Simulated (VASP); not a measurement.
# SrVO3 (Pm-3m) in VASP: a series of runs

SrVO3 is run at these levels: PBE; tasks: single point.

Program: VASP 6.6.1. These are calculated values, not measurements. Logs are shortened: lines on timing, memory, paths and dates and some standing lists are left out, and cuts for length are marked.

## Step 1: The cell of the first run

Symmetry: Pm-3m, No. 221, cubic system. The conventional cell has a = 3.897 Å, b = 3.897 Å, c = 3.897 Å, α = 90.00°, β = 90.00°, γ = 90.00°. Within 3.6 Å of Sr (site symmetry m-3m) lie 12 O at 2.76 Å and 8 V at 3.37 Å. V (site symmetry m-3m) has 6 O at 1.95 Å within 2.6 Å. Within 2.6 Å of O (site symmetry 4/mmm) lie 2 V at 1.95 Å.

## Step 2: Single point, PBE, collinear spin, ferromagnetic start (11.84 Å³/atom)

The input, INCAR:

```
SYSTEM = SrVO3
PREC     = Accurate       ! precision mode
ENCUT    = 520            ! plane-wave cutoff, eV
EDIFF    = 1E-6           ! SCF threshold, eV
ISMEAR   = 0              ! smearing method
SIGMA    = 0.1            ! smearing width, eV
LREAL    = .FALSE.        ! projectors in reciprocal space
LASPH    = .TRUE.         ! aspherical terms in the spheres
NELM     = 150            ! most SCF steps
ALGO     = Normal         ! electronic algorithm
ISIF     = 2              ! what is computed and relaxed
LWAVE    = .FALSE.        ! write WAVECAR
LCHARG   = .FALSE.        ! write CHGCAR
ISPIN    = 2              ! spin polarisation
MAGMOM   = 0 0.29 0 0 0   ! initial moments
LORBIT   = 11             ! projections on sites
LMAXMIX  = 4              ! l up to which the mixer works
GGA      = PE             ! functional
NBANDS   = 32             ! bands
```

The input, KPOINTS:

```
regular mesh
0
G
  10 10 10
  0 0 0
```

The input, POSCAR:

```
SrVO3
1.0
    3.8970711064      0.0000000000      0.0000000000
    0.0000000000      3.8970711064      0.0000000000
    0.0000000000      0.0000000000      3.8970711064
Sr V O
1 1 3
Direct
    0.5000000000      0.5000000000      0.5000000000
    0.0000000000      0.0000000000      0.0000000000
    0.5000000000      0.0000000000      0.0000000000
    0.0000000000      0.5000000000      0.0000000000
    0.0000000000      0.0000000000      0.5000000000
```

Potentials or basis: VASP PAW PBE potentials, release 64 (Sr_sv, V_sv, O).

Launch:

```
$ cat potpaw_PBE.64/Sr_sv/POTCAR potpaw_PBE.64/V_sv/POTCAR potpaw_PBE.64/O/POTCAR > POTCAR
$ mpirun -np 1 vasp_std > vasp.out
```

OUTCAR:

```text
SYSTEM = SrVO3
   PREC = Accurate
   ENCUT = 520
   EDIFF = 1E-6
   ISMEAR = 0
   LREAL = .FALSE.
   LASPH = .TRUE.
   NELM = 150
   ISIF = 2
   ISPIN = 2
   LORBIT = 11
   GGA = PE

 ion  position               nearest neighbor table
   1  0.500  0.500  0.500-   3 2.76   4 2.76   5 2.76   3 2.76   4 2.76   3 2.76   5 2.76   3 2.76
                             4 2.76   5 2.76   4 2.76   5 2.76   2 3.37   2 3.37   2 3.37   2 3.37
   2  0.000  0.000  0.000-   3 1.95   4 1.95   5 1.95   5 1.95   4 1.95   3 1.95   1 3.37   1 3.37
                             1 3.37   1 3.37   1 3.37   1 3.37   1 3.37   1 3.37
   3  0.500  0.000  0.000-   2 1.95   2 1.95   1 2.76   1 2.76   1 2.76   1 2.76
   4  0.000  0.500  0.000-   2 1.95   2 1.95   1 2.76   1 2.76   1 2.76   1 2.76
   5  0.000  0.000  0.500-   2 1.95   2 1.95   1 2.76   1 2.76   1 2.76   1 2.76

  LATTYP: Found a simple cubic cell.
 ALAT       =     3.8970711064

  Lattice vectors:

 A1 = (   3.8970711064,   0.0000000000,   0.0000000000)
 A2 = (   0.0000000000,   3.8970711064,   0.0000000000)
 A3 = (   0.0000000000,   0.0000000000,   3.8970711064)

Analysis of symmetry for initial positions (statically):
=====================================================================
 Subroutine PRICEL returns:
 Original cell was already a primitive cell.

 Routine SETGRP: Setting up the symmetry group for a
 simple cubic supercell.

 Subroutine GETGRP returns: Found 48 space group operations
 (whereof 48 operations were pure point group operations)
 out of a pool of 48 trial point group operations.

The static configuration has the point symmetry O_h .

Analysis of symmetry for dynamics (positions and initial velocities):
=====================================================================
 Subroutine PRICEL returns:
 Original cell was already a primitive cell.

 Routine SETGRP: Setting up the symmetry group for a
 simple cubic supercell.

 Subroutine GETGRP returns: Found 48 space group operations
 (whereof 48 operations were pure point group operations)
 out of a pool of 48 trial point group operations.

The dynamic configuration has the point symmetry O_h .

Analysis of structural, dynamic, and magnetic symmetry:
=====================================================================
 Subroutine PRICEL returns:
 Original cell was already a primitive cell.

 Routine SETGRP: Setting up the symmetry group for a
 simple cubic supercell.

 Subroutine GETGRP returns: Found 48 space group operations
 (whereof 48 operations were pure point group operations)
 out of a pool of 48 trial point group operations.

[... 139 lines left out ...]
  energy-cutoff  :      520.00
  volume of cell :       59.19
 maximum number of plane-waves:      1628
 NGX is ok and might be reduce to    30
   NGX = 15   NGY = 15   NGZ = 15

 number of electron      41.0000018 magnetization       0.3786036

 Free energy of the ion-electron system (eV)
  ---------------------------------------------------
  ext. energy  EPLUGINS =         0.00000000
  ---------------------------------------------------
  free energy    TOTEN  =       -39.26461006 eV

  energy without entropy =      -39.25770606  energy(sigma->0) =      -39.26115806

 E-fermi :   5.8544     XC(G=0): -11.3382

 val. band max:        5.8394145655   @ k =   0.2000   0.2000   0.0000
 cond. band min:       5.8677472625   @ k =   0.3000   0.2000   0.2000
 fundamental gap:      0.0283326970
 Fermi energy:         5.8544091827

 spin component 1

 k-point     1 :       0.0000    0.0000    0.0000
  band No.  band energies     occupation
      1     -60.2413      1.00000
      2     -34.0514      1.00000
      3     -34.0514      1.00000
      4     -34.0514      1.00000
      5     -28.7578      1.00000
      6     -13.6567      1.00000
[... 829 lines left out ...]
     31      13.3679      0.00000
     32      18.0906      0.00000

 [... further k-points ...]

 spin component 2

 k-point     1 :       0.0000    0.0000    0.0000
  band No.  band energies     occupation
      1     -59.8553      1.00000
      2     -33.6723      1.00000
      3     -33.6723      1.00000
      4     -33.6723      1.00000
      5     -28.7577      1.00000
      6     -13.6511      1.00000
[... 829 lines left out ...]
     31      13.3817      0.00000
     32      18.1627      0.00000

 [... further k-points ...]

------------------------ aborting loop because EDIFF is reached ----------------------------------------

  FORCE on cell =-STRESS in cart. coord.  units (eV):
  Direction    XX          YY          ZZ          XY          YZ          ZX
  --------------------------------------------------------------------------------------
  -------------------------------------------------------------------------------------
  Total       -1.5606541     -1.5606541     -1.5606541      0.0000000      0.0000000      0.0000000
  in kB      -42.2476196    -42.2476196    -42.2476196      0.0000000      0.0000000      0.0000000
  external PRESSURE =     -42.2476196 kB  Pullay stress =       0.0000000 kB

 VOLUME and BASIS-vectors are now :
 -----------------------------------------------------------------------------
  energy-cutoff  :      520.00
  volume of cell :       59.19
      direct lattice vectors                 reciprocal lattice vectors
     3.897071106  0.000000000  0.000000000     0.256602965  0.000000000  0.000000000
     0.000000000  3.897071106  0.000000000     0.000000000  0.256602965  0.000000000
     0.000000000  0.000000000  3.897071106     0.000000000  0.000000000  0.256602965

 POSITION                                       TOTAL-FORCE (eV/Angst)
 -----------------------------------------------------------------------------------
      1.94854      1.94854      1.94854         0.000000      0.000000      0.000000
      0.00000      0.00000      0.00000         0.000000      0.000000      0.000000
      1.94854      0.00000      0.00000         0.000000      0.000000      0.000000
      0.00000      1.94854      0.00000         0.000000      0.000000      0.000000
      0.00000      0.00000      1.94854         0.000000      0.000000      0.000000
 -----------------------------------------------------------------------------------
    total drift:                               -0.000000     -0.000000      0.000000

  FREE ENERGIE OF THE ION-ELECTRON SYSTEM (eV)
  ---------------------------------------------------
  free  energy   TOTEN  =       -39.2646100636 eV

  energy  without entropy=      -39.2577060627  energy(sigma->0) =      -39.26115806

 total charge

# of ion       s       p       d       tot
------------------------------------------
    1        1.997   5.794   0.200   7.992
    2        2.270   6.317   2.898  11.485
    3        1.563   3.460   0.000   5.023
    4        1.563   3.460   0.000   5.023
    5        1.563   3.460   0.000   5.023
--------------------------------------------------
tot          8.956  22.492   3.098  34.546

 magnetization (x)

# of ion       s       p       d       tot
------------------------------------------
    1       -0.000  -0.000   0.001   0.000
    2        0.003   0.003   0.358   0.364
    3       -0.000  -0.004   0.000  -0.004
    4       -0.000  -0.004   0.000  -0.004
    5       -0.000  -0.004   0.000  -0.004
--------------------------------------------------
tot          0.002  -0.009   0.359   0.352
```

stdout:

```text
POSCAR found type information on POSCAR SrV O
 POSCAR found :  3 types and       5 ions
 scaLAPACK will be used
 LDA part: xc-table for (Slater+PW92), standard interpolation
 POSCAR, INCAR and KPOINTS ok, starting setup
 FFT: planning ... GRIDC
 FFT: planning ... GRID_SOFT
 FFT: planning ... GRID
 WAVECAR not read
 entering main loop
```

Wall time 85 s (1 thread of AMD EPYC 9R45 (Zen 5), shared host); peak memory 0.28 GiB.

What came out:

```yaml
Free_energy: -39.2646 eV
Pressure: -4.2 GPa
Net_moment: 0.38 μB per cell
Site_moments: Sr +0.00; V +0.36; O -0.00 μB
Valence_electrons_inside_the_program's_atomic_spheres: Sr 7.99; V 11.48; O 5.02
```

Caveat: the cell stands under tension; a moment this small can come from the mesh or the smearing; semilocal functionals often make such compounds metallic where correlation or magnetic order opens a gap, which also shifts bond lengths.

## Step 3: Single point, PBE, collinear spin, ferromagnetic start (12.18 Å³/atom)

This run uses another cell than the first one, of 12.18 Å³/atom.

The input, INCAR:

```
SYSTEM = SrVO3
PREC = Accurate
ENCUT = 520
EDIFF = 1E-6
ISMEAR = 0
SIGMA = 0.1
LREAL = .FALSE.
LASPH = .TRUE.
NELM = 150
ALGO = Normal
ISIF = 2
LWAVE = .FALSE.
LCHARG = .FALSE.
ISPIN = 2
MAGMOM = 0 0.29 0 0 0
LORBIT = 11
LMAXMIX = 4
GGA = PE
NBANDS = 32
```

KPOINTS is that of step 2.

Edit POSCAR of step 2 so:

```diff
@@ -2,5 +2,5 @@
 1.0
-    3.8970711064      0.0000000000      0.0000000000
-    0.0000000000      3.8970711064      0.0000000000
-    0.0000000000      0.0000000000      3.8970711064
+    3.9345452428      0.0000000000      0.0000000000
+    0.0000000000      3.9345452428      0.0000000000
+    0.0000000000      0.0000000000      3.9345452428
 Sr V O
```

Potentials or basis: VASP PAW PBE potentials, release 64 (Sr_sv, V_sv, O).

Launch:

```
$ cat potpaw_PBE.64/Sr_sv/POTCAR potpaw_PBE.64/V_sv/POTCAR potpaw_PBE.64/O/POTCAR > POTCAR
$ mpirun -np 1 vasp_std > vasp.out
```

Wall time 89 s (1 thread of AMD EPYC 9R45 (Zen 5), shared host); peak memory 0.28 GiB.

Results (log left out):

```
Free energy                                           : -39.1976 eV
Pressure                                              : -8.6 GPa
Net moment                                            : 0.42 μB per cell
Site moments                                          : Sr +0.00; V +0.40; O -0.01 μB
Valence electrons inside the program's atomic spheres : Sr 7.97; V 11.42; O 5.01
```

Levels at points of the mesh, in eV from the Fermi level:
Spin up:
| k point | band 17 | band 18 | band 19 | band 20 | band 21 | band 22 | band 23 | band 24 |
| --- | --- | --- | --- | --- | --- | --- | --- | --- |
| (0.00, 0.00, 0.00) | -2.97 | -2.27 | -2.27 | -2.27 | -1.11 | -1.11 | -1.11 | 0.93 |
| (0.50, 0.00, 0.00) | -4.27 | -3.73 | -2.67 | -2.67 | -1.01 | 0.64 | 0.64 | 0.94 |
| (0.50, 0.50, 0.00) | -3.94 | -3.39 | -3.39 | -1.95 | 0.61 | 0.61 | 0.93 | 1.85 |
| (0.50, 0.50, 0.50) | -5.58 | -1.86 | -1.86 | -1.86 | 1.12 | 1.12 | 1.12 | 4.85 |
Spin down:
```tsv
k point	band 16	band 17	band 18	band 19	band 20	band 21	band 22	band 23	band 24	band 25
(0.00, 0.00, 0.00)	-2.97	-2.97	-2.28	-2.28	-2.28	-0.64	-0.64	-0.64	1.15	1.15
(0.50, 0.00, 0.00)	-4.16	-4.16	-3.73	-2.68	-2.68	-0.53	1.04	1.04	1.16	3.22
(0.50, 0.50, 0.00)	-4.62	-3.93	-3.39	-3.39	-1.95	1.02	1.02	1.37	2.06	5.00
(0.50, 0.50, 0.50)	-5.50	-5.50	-1.87	-1.87	-1.87	1.56	1.56	1.56	5.00	5.00
```

Caveat: the cell stands under tension; a moment this small can come from the mesh or the smearing; semilocal functionals often make such compounds metallic where correlation or magnetic order opens a gap, which also shifts bond lengths.

[end of part 1 of 2]
